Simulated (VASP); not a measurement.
# AgRh (P-6m2) in VASP: a series of runs

The runs below take AgRh through single point, with r2SCAN, BLYP.

Program: VASP 6.6.1. These are calculated values, not measurements. Logs are shortened: lines on timing, memory, paths and dates and some standing lists are left out, and cuts for length are marked.

**1. The cell of the first run**

It takes space group P-6m2 (No. 187, hexagonal). Conventional cell: a = 2.778 Å, b = 2.778 Å, c = 4.809 Å, α = 90.00°, β = 90.00°, γ = 120.00°. Ag (site symmetry -6m2) has 6 Ag at 2.78 Å and 6 Rh at 2.89 Å within 3.7 Å. Rh (site symmetry -6m2) has 6 Rh at 2.78 Å and 6 Ag at 2.89 Å within 3.7 Å.

**2. Single point, r2SCAN**

POSCAR

```
AgRh
1.0
    2.7775881998      0.0000000000      0.0000000000
   -1.3887940999      2.4054619423      0.0000000000
    0.0000000000      0.0000000000      4.8086020000
Ag Rh
1 1
Direct
    0.0000000000      0.0000000000      0.5000000000
    0.6666666667      0.3333333333      0.0000000000
```

INCAR.step1

```
ALGO = Normal
EDIFF = 1E-4
ENCUT = 520
GGA = PE
ISMEAR = -1
LASPH = T
LCHARG = F
LREAL = F
LWAVE = T
NBANDS = 20
NELM = 100
PREC = Accurate
SIGMA = 0.05
```

INCAR.step2

```
ALGO = Normal
EDIFF = 1E-6
ENCUT = 520
ISIF = 2
ISMEAR = -1
ISTART = 1
LASPH = T
LCHARG = F
LMIXTAU = T
LREAL = F
LWAVE = F
METAGGA = R2SCAN
NBANDS = 20
NELM = 100
PREC = Accurate
SIGMA = 0.05
```

KPOINTS

```
k-points
0
Gamma
  11 11 6
```

Potentials or basis: VASP PAW PBE potentials, release 64 (Ag, Rh_pv).

The run is started by

```console
cat potpaw_PBE.64/Ag/POTCAR potpaw_PBE.64/Rh_pv/POTCAR > POTCAR
cp INCAR.step1 INCAR
mpirun -np 1 vasp_std > vasp.out
cp INCAR.step2 INCAR
mpirun -np 1 vasp_std > vasp.out
```

OUTCAR:

```text
EDIFF = 1E-6
   ENCUT = 520
   ISIF = 2
   ISMEAR = -1
   ISTART = 1
   LASPH = T
   LREAL = F
   METAGGA = R2SCAN
   NELM = 100
   PREC = Accurate

 ion  position               nearest neighbor table
   1  0.000  0.000  0.500-   2 2.89   2 2.89   2 2.89   2 2.89   2 2.89   2 2.89
   2  0.667  0.333  0.000-   1 2.89   1 2.89   1 2.89   1 2.89   1 2.89   1 2.89

  LATTYP: Found a hexagonal cell.
 ALAT       =     2.7775881998
 C/A-ratio  =     1.7312148721

  Lattice vectors:

 A1 = (   2.7775881998,   0.0000000000,   0.0000000000)
 A2 = (  -1.3887940999,   2.4054619423,   0.0000000000)
 A3 = (   0.0000000000,   0.0000000000,   4.8086020000)

Analysis of symmetry for initial positions (statically):
=====================================================================
 Subroutine PRICEL returns:
 Original cell was already a primitive cell.

 Routine SETGRP: Setting up the symmetry group for a
 hexagonal supercell.

 Subroutine GETGRP returns: Found 12 space group operations
 (whereof 12 operations were pure point group operations)
 out of a pool of 24 trial point group operations.

The static configuration has the point symmetry D_3h.

Analysis of symmetry for dynamics (positions and initial velocities):
=====================================================================
 Subroutine PRICEL returns:
 Original cell was already a primitive cell.

 Routine SETGRP: Setting up the symmetry group for a
 hexagonal supercell.

 Subroutine GETGRP returns: Found 12 space group operations
 (whereof 12 operations were pure point group operations)
 out of a pool of 24 trial point group operations.

The dynamic configuration has the point symmetry D_3h.

 Subroutine INISYM returns: Found 12 space group operations
 (whereof 12 operations are pure point group operations),
 and found     1 'primitive' translations

----------------------------------------------------------------------------------------

                                     Primitive cell

  volume of cell :      32.1281

  direct lattice vectors                    reciprocal lattice vectors
     2.777588200  0.000000000  0.000000000     0.360024571  0.207860283  0.000000000
    -1.388794100  2.405461942  0.000000000     0.000000000  0.415720566  0.000000000
     0.000000000  0.000000000  4.808602000     0.000000000  0.000000000  0.207960651

  length of vectors
     2.777588200  2.777588200  4.808602000     0.415720566  0.415720566  0.207960651

  position of ions in fractional coordinates (direct lattice)
     0.000000000  0.000000000  0.500000000
     0.666666667  0.333333333  0.000000000

  ion indices of the primitive-cell ions
   primitive index   ion index
                 1           1
                 2           2

----------------------------------------------------------------------------------------

 KPOINTS: k-points

Automatic generation of k-mesh.
 Grid dimensions read from file:
 generate k-points for:   11   11    6

 Generating k-lattice:

  Cartesian coordinates                     Fractional coordinates (reciprocal lattice)
     0.032729506  0.018896389  0.000000000     0.090909091  0.000000000  0.000000000
     0.000000000  0.037792779  0.000000000     0.000000000  0.090909091  0.000000000
     0.000000000  0.000000000  0.034660108     0.000000000  0.000000000  0.166666667

  Length of vectors
     0.037792779  0.037792779  0.034660108

  Shift w.r.t. Gamma in fractional coordinates (k-lattice)
     0.000000000  0.000000000  0.000000000

 Subroutine IBZKPT returns following result:
 ===========================================

 Found     64 irreducible k-points:

 Following reciprocal coordinates:
            Coordinates               Weight
  0.000000  0.000000  0.000000      1.000000
  0.090909  0.000000  0.000000      6.000000
  0.181818  0.000000  0.000000      6.000000
  0.272727  0.000000  0.000000      6.000000
  0.363636  0.000000  0.000000      6.000000
  0.454545  0.000000  0.000000      6.000000
[... 16 lines left out ...]
  0.090909  0.090909  0.166667     12.000000
  0.181818  0.090909  0.166667     24.000000
 [... further k-points ...]
   k-points           NKPTS =     64   k-points in BZ     NKDIM =     64   number of bands    NBANDS=     20
   number of dos      NEDOS =    301   number of ions     NIONS =      2
   total plane-waves  NPLWV =  20736
   dimension x,y,z NGX =    24 NGY =   24 NGZ =   36
   dimension x,y,z NGXF=    48 NGYF=   48 NGZF=   72
   ions per type =               1   1
   NGX,Y,Z   is equivalent  to a cutoff of  14.36, 14.36, 12.45 a.u.
   NGXF,Y,Z  is equivalent  to a cutoff of  28.73, 28.73, 24.89 a.u.
 SYSTEM =  unknown system
   PREC   = accura    normal or accurate (medium, high low for compatibility)
   ISTART =      1    job   : 0-new  1-cont  2-samecut
   ICHARG =      0    charge: 1-file 2-atom 10-const
   ISPIN  =      1    spin polarized calculation?
   LNONCOLLINEAR =      F non collinear calculations
   LSORBIT =      F    spin-orbit coupling
   LASPH  =      T    aspherical Exc in radial PAW
   ENCUT  =  520.0 eV  38.22 Ry    6.18 a.u.   5.16  5.16  8.94*2*pi/ulx,y,z
   NELM   =    100;   NELMIN=  2; NELMDL=  0     # of ELM steps
   EDIFF  = 0.1E-05   stopping-criterion for ELM
   LREAL  =      F    real-space projection
   EDIFFG = 0.1E-04   stopping-criterion for IOM
   NSW    =      0    number of steps for IOM
   IBRION =     -1    ionic relax: 0-MD 1-quasi-New 2-CG
   NFREE  =      0    steps in history (QN), initial steepest desc. (CG)
   ISIF   =      2    stress and relaxation
   ISYM   =      2    0-nonsym 1-usesym 2-fastsym
   POTIM  = 0.5000    time-step for ionic-motion
   TEBEG  =    0.0;   TEEND  =   0.0 temperature during run
   PSTRESS=    0.0 pullay stress
   NELECT =      26.0000    total number of electrons
   NUPDOWN=      -1.0000    fix difference up-down
   EMIN   =  10.00;   EMAX   =-10.00  energy-range for DOS
   EFERMI =   0.00;   METHOD = LEGACY
   ISMEAR =    -1;   SIGMA  =   0.05  broadening in eV -4-tet -1-fermi 0-gaus
   EFERMI_NEDOS =   21; number of points for ismear=-14 and -15
   IALGO  =     38    algorithm
   IMIX   =      4    mixing-type and parameters
     AMIX     =   0.40;   BMIX     =  1.00
     AMIX_MAG =   1.60;   BMIX_MAG =  1.00
  volume/ion in A,a.u.               =      16.06       108.41
  Fermi-wavevector in a.u.,A,eV,Ry     =   1.525589  2.882945 31.666497  2.327422
  Thomas-Fermi vector in A             =   2.633739
   LORBIT       =      0    0 simple, 1 ext, 2 COOP (PROOUT), +10 PAW based schemes
   METAGGA = R2SCAN    functional components
   LHFCALC =     F    Hartree Fock is set to
   AEXX    =    0.0000 exact exchange contribution
   IVDW    =     0    specifies the selected vdW correction
   LEPSILON=     F    determine dielectric tensor
   LRPA    =     F    only Hartree local field effects (RPA)
 non-spin polarized calculation
  energy-cutoff  :      520.00
  volume of cell :       32.13
 maximum number of plane-waves:       874
 NGX is ok and might be reduce to    24
   NGX = 11   NGY = 11   NGZ = 17

 number of electron      25.9999997 magnetization

 Free energy of the ion-electron system (eV)
  ---------------------------------------------------
  ext. energy  EPLUGINS =         0.00000000
  ---------------------------------------------------
  free energy    TOTEN  =       -44.94514258 eV

  energy without entropy =      -44.91958863  energy(sigma->0) =      -44.93236560

 E-fermi :   8.6703     XC(G=0): -13.6767

 val. band max:        8.6458579270   @ k =   0.0909   0.0909   0.3333
 cond. band min:       8.6712287116   @ k =   0.2727   0.0000   0.0000
 fundamental gap:      0.0253707847
 Fermi energy:         8.6702817491

 k-point     1 :       0.0000    0.0000    0.0000
  band No.  band energies     occupation
      1     -38.3397      2.00000
      2     -38.3200      2.00000
      3     -38.3200      2.00000
      4       1.4358      2.00000
      5       2.7396      2.00000
      6       4.1833      2.00000
[... 12 lines left out ...]
     19      27.2169      0.00000
     20      28.3500      0.00000

 k-point     2 :       0.0909    0.0000    0.0000
  band No.  band energies     occupation
      1     -38.3548      2.00000
      2     -38.3351      2.00000
      3     -38.3283      2.00000
      4       1.7057      2.00000
      5       2.8946      2.00000
      6       4.0846      2.00000
[... 12 lines left out ...]
     19      27.2164      0.00000
     20      27.8392      0.00000

 k-point     3 :       0.1818    0.0000    0.0000
  band No.  band energies     occupation
      1     -38.4476      2.00000
      2     -38.3507      2.00000
      3     -38.3227      2.00000
      4       2.4142      2.00000
      5       3.2196      2.00000
      6       3.9813      2.00000
[... 12 lines left out ...]
     19      27.2167      0.00000
     20      27.6695      0.00000

 k-point     4 :       0.2727    0.0000    0.0000
  band No.  band energies     occupation
      1     -38.5678      2.00000
      2     -38.3799      2.00000
      3     -38.3065      2.00000
      4       2.8562      2.00000
      5       3.5358      2.00000
      6       3.9675      2.00000
[... 12 lines left out ...]
     19      25.7185      0.00000
     20      27.2821      0.00000

 k-point     5 :       0.3636    0.0000    0.0000
  band No.  band energies     occupation
      1     -38.6769      2.00000
      2     -38.4066      2.00000
      3     -38.2915      2.00000
      4       2.6656      2.00000
      5       3.4869      2.00000
      6       3.8229      2.00000
[... 12 lines left out ...]
     19      23.6005      0.00000
     20      24.2969      0.00000
[... 353 lines left out ...]
      6       4.0393      2.00000
[... 12 lines left out ...]
     19      23.6550      0.00000
     20      25.2464      0.00000

 k-point    22 :       0.4545    0.0000    0.1667
  band No.  band energies     occupation
      1     -38.7410      2.00000
      2     -38.4225      2.00000
      3     -38.2826      2.00000
      4       2.5118      2.00000
      5       3.0986      2.00000
      6       4.0547      2.00000
[... 12 lines left out ...]
     19      22.7188      0.00000
     20      23.0317      0.00000

 k-point    23 :       0.0909    0.0909    0.1667
  band No.  band energies     occupation
      1     -38.4165      2.00000
      2     -38.3458      2.00000
      3     -38.3269      2.00000
      4       2.3832      2.00000
      5       3.2157      2.00000
      6       3.9103      2.00000
[... 12 lines left out ...]
     19      27.0559      0.00000
     20      27.3526      0.00000

 k-point    24 :       0.1818    0.0909    0.1667
  band No.  band energies     occupation
      1     -38.5177      2.00000
      2     -38.3769      2.00000
      3     -38.3125      2.00000
      4       3.0439      2.00000
      5       3.5017      2.00000
      6       3.8863      2.00000
[... 12 lines left out ...]
     19      26.1756      0.00000
     20      27.3540      0.00000

 [... further k-points ...]
[... 5 lines left out ...]
  --------------------------------------------------------------------------------------
  -------------------------------------------------------------------------------------
  Total       -1.2190216     -1.2190216     -1.2348826     -0.0000000      0.0000000      0.0000000
  in kB      -60.7906509    -60.7906509    -61.5816165     -0.0000000      0.0000000      0.0000000
  external PRESSURE =     -61.0543061 kB  Pullay stress =       0.0000000 kB

 VOLUME and BASIS-vectors are now :
 -----------------------------------------------------------------------------
  energy-cutoff  :      520.00
  volume of cell :       32.13
      direct lattice vectors                 reciprocal lattice vectors
     2.777588200  0.000000000  0.000000000     0.360024571  0.207860283  0.000000000
    -1.388794100  2.405461942  0.000000000     0.000000000  0.415720566  0.000000000
     0.000000000  0.000000000  4.808602000     0.000000000  0.000000000  0.207960651

 POSITION                                       TOTAL-FORCE (eV/Angst)
 -----------------------------------------------------------------------------------
      0.00000      0.00000      2.40430         0.000000      0.000000      0.000000
      1.38879      0.80182      0.00000         0.000000      0.000000      0.000000
 -----------------------------------------------------------------------------------
    total drift:                               -0.000000      0.000000      0.000000

  FREE ENERGIE OF THE ION-ELECTRON SYSTEM (eV)
  ---------------------------------------------------
  free  energy   TOTEN  =       -44.9451425802 eV

  energy  without entropy=      -44.9195886286  energy(sigma->0) =      -44.93236560
```

Wall time 1.8 min (1 thread of Intel Xeon 8259CL, shared host); peak memory 0.19 GiB.

Results:

| Quantity | Value |
| --- | --- |
| Free energy | -44.9451 eV |
| Pressure | -6.1 GPa |
| Band gap on the k mesh | zero (bands 13 and 14 overlap by 1.39 eV) |

Stress tensor (GPa, compression positive):
```
-6.08  0.00  0.00
 0.00 -6.08  0.00
 0.00  0.00 -6.16
```

Levels at points of the mesh, in eV from the Fermi level:
```
           k point  band 9  band 10  band 11  band 12  band 13  band 14  band 15  band 16  band 17  band 18
(0.00, 0.00, 0.00)   -3.28    -3.28    -1.81    -1.81     0.14     0.14     0.39     5.63    17.47    18.03
(0.00, 0.00, 0.50)   -3.35    -3.35    -2.49    -1.63    -1.63     0.11     0.11    12.10    13.14    17.65
```

Caveat: the cell stands under tension; the PAW data sets were made with another functional, which shifts forces and pressure a little.

**3. Single point, r2SCAN**

This run uses another cell than the first one, of 16.39 Å³/atom.

POSCAR

```
AgRh
1.0
    2.7959833597      0.0000000000      0.0000000000
   -1.3979916799      2.4213926181      0.0000000000
    0.0000000000      0.0000000000      4.8404479744
Ag Rh
1 1
Direct
    0.0000000000      0.0000000000      0.5000000000
    0.6666666667      0.3333333333      0.0000000000
```

INCAR.step1

```
SYSTEM = AgRh
PREC = Accurate ; ENCUT = 520
ISMEAR = -1 ; SIGMA = 0.05
LREAL = .FALSE. ; LASPH = .TRUE.
NELM = 100 ; NBANDS = 20
GGA = PE ; ALGO = Normal
EDIFF = 1E-4 ; LWAVE = .TRUE.
LCHARG = .FALSE.
```

INCAR.step2

```
SYSTEM = AgRh
PREC = Accurate ; ENCUT = 520
EDIFF = 1E-6 ; ISMEAR = -1
SIGMA = 0.05 ; LREAL = .FALSE.
LASPH = .TRUE. ; NELM = 100
ALGO = Normal ; ISIF = 2
LWAVE = .FALSE. ; LCHARG = .FALSE.
METAGGA = R2SCAN ; LMIXTAU = .TRUE.
NBANDS = 20 ; ISTART = 1
```

KPOINTS

```
regular mesh
0
G
  11 11 6
  0 0 0
```

Potentials or basis: VASP PAW PBE potentials, release 64 (Ag, Rh_pv).

The run is started by

```console
cat potpaw_PBE.64/Ag/POTCAR potpaw_PBE.64/Rh_pv/POTCAR > POTCAR
cp INCAR.step1 INCAR
mpirun -np 1 vasp_std > vasp.out
cp INCAR.step2 INCAR
mpirun -np 1 vasp_std > vasp.out
```

Wall time 1.8 min (1 thread of Intel Xeon 8259CL, shared host); peak memory 0.19 GiB.

Results (log left out):

```
Free energy            : -44.9154 eV
Pressure               : -8.7 GPa
Band gap on the k mesh : zero (bands 13 and 14 overlap by 1.34 eV)
```

Stress tensor (GPa, compression positive):
```
-8.88  0.00  0.00
 0.00 -8.88  0.00
 0.00  0.00 -8.45
```

Levels at points of the mesh, in eV from the Fermi level:
| k point | band 10 | band 11 | band 12 | band 13 | band 14 | band 15 | band 16 | band 17 |
| --- | --- | --- | --- | --- | --- | --- | --- | --- |
| (0.00, 0.00, 0.00) | -3.24 | -1.75 | -1.75 | 0.14 | 0.14 | 0.44 | 5.48 | 17.42 |
| (0.00, 0.00, 0.50) | -3.31 | -2.41 | -1.59 | -1.59 | 0.10 | 0.10 | 11.94 | 12.96 |

Caveat: the cell stands under tension; the PAW data sets were made with another functional, which shifts forces and pressure a little.

**4. Single point, BLYP (15.10 Å³/atom)**

This run uses another cell than the first one, of 15.10 Å³/atom.

INCAR

```
  PREC = Accurate
  ENCUT = 520
  EDIFF = 1E-6
  ISMEAR = 1
  SIGMA = 0.1
  LREAL = False
  LASPH = True
  NELM = 60
  ALGO = Normal
  ISIF = 2
  LWAVE = False
  LCHARG = False
  GGA = B5
  ALDAX = 1.0
  AGGAX = 1.0
  AGGAC = 1.0
  ALDAC = 0.0
  NBANDS = 20
```

KPOINTS

```
regular mesh
0
Gamma
  11 11 6
```

POSCAR

```
AgRh
1.0
    2.7208868163      0.0000000000      0.0000000000
   -1.3604434081      2.3563571037      0.0000000000
    0.0000000000      0.0000000000      4.7104397215
Ag Rh
1 1
Direct
    0.0000000000      0.0000000000      0.5000000000
    0.6666666667      0.3333333333      0.0000000000
```

The run is started by

```console
cat potpaw_PBE.64/Ag/POTCAR potpaw_PBE.64/Rh_pv/POTCAR > POTCAR
mpirun -np 1 vasp_std > vasp.out
```

Wall time 57 s (1 thread of Intel Xeon 8259CL, shared host); peak memory 0.17 GiB.

The run converged. Its results:

```
Free energy            : -7.5832 eV
Pressure               : 19.2 GPa
Band gap on the k mesh : zero (bands 13 and 14 overlap by 1.48 eV)
```

Stress tensor (GPa, compression positive):
```
20.06  0.00  0.00
 0.00 20.06  0.00
 0.00  0.00 17.40
```

Levels at points of the mesh, in eV from the Fermi level:
```csv
k point,band 11,band 12,band 13,band 14,band 15,band 16
"(0.00, 0.00, 0.00)",-1.93,-1.93,0.15,0.15,0.30,5.80
"(0.00, 0.00, 0.50)",-2.66,-1.71,-1.71,0.11,0.11,12.23
```

Caveat: the cell stands under pressure; the PAW data sets were made with another functional, which shifts forces and pressure a little.

**5. The runs side by side**

| level | cell | smearing | gap on the mesh (eV) | pressure (GPa) |
| --- | --- | --- | --- | --- |
| r2SCAN | a = 2.778, b = 2.778, c = 4.809 Å, angles 90.0, 90.0, 120.0°, 2 atoms | fermi-dirac 0.05 eV | none | -6.1 |
| r2SCAN | a = 2.796, b = 2.796, c = 4.840 Å, angles 90.0, 90.0, 120.0°, 2 atoms | fermi-dirac 0.05 eV | none | -8.7 |
| BLYP | a = 2.721, b = 2.721, c = 4.710 Å, angles 90.0, 90.0, 120.0°, 2 atoms | methfessel-paxton 0.1 eV | none | 19.2 |

Alike in all rows: task single point; potentials or basis VASP PAW PBE potentials, release 64 (Ag, Rh_pv); no spin polarisation; k mesh 11 × 11 × 6; cutoff (eV) 520.

Caveats: the PAW data sets were made with another functional, which shifts forces and pressure a little; the cell stands under tension (at least some runs); the cell stands under pressure (at least some runs).

Total energies depend on the potentials used, so only differences within one code and one set of settings carry meaning.
